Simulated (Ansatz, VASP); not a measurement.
One calculation of BaTiO3, two programs

```
Ba Ti O
1.0
     3.99980    0.00000    0.00000
     0.00000    3.99980    0.00000
     0.00000    0.00000    4.01800
Ba Ti O
1 1 3
Direct
  0.00000 0.00000 0.00000
  0.50000 0.50000 0.49000
  0.50000 0.50000 0.01900
  0.50000 0.00000 0.51700
  0.00000 0.50000 0.51700
```

Alike in both runs: task single point; functional PBE; k mesh 4 × 4 × 4; no spin polarisation; Hubbard terms Ti d U = 4.0 eV.

|  | VASP | Ansatz |
| --- | --- | --- |
| version | VASP 6.6.1 | Ansatz 0.2.0 |
| potentials or method | VASP PAW PBE potentials, release 64 (Ba_sv, Ti_sv, O), cutoff 520 eV | plane waves, PAW |
| occupations | gaussian, width 0.01 eV | fixed |
| valence electrons in the cell | 40 | 40 |

|  | VASP | Ansatz | Ansatz less VASP |
| --- | --- | --- | --- |
| gap on the k mesh at the Fermi level (eV) | 2.24 | 2.29 | +0.050 |

The programs project onto different local orbitals, so the same U acts differently, and such runs can settle in different states.

Neither program's run includes spin-orbit coupling.
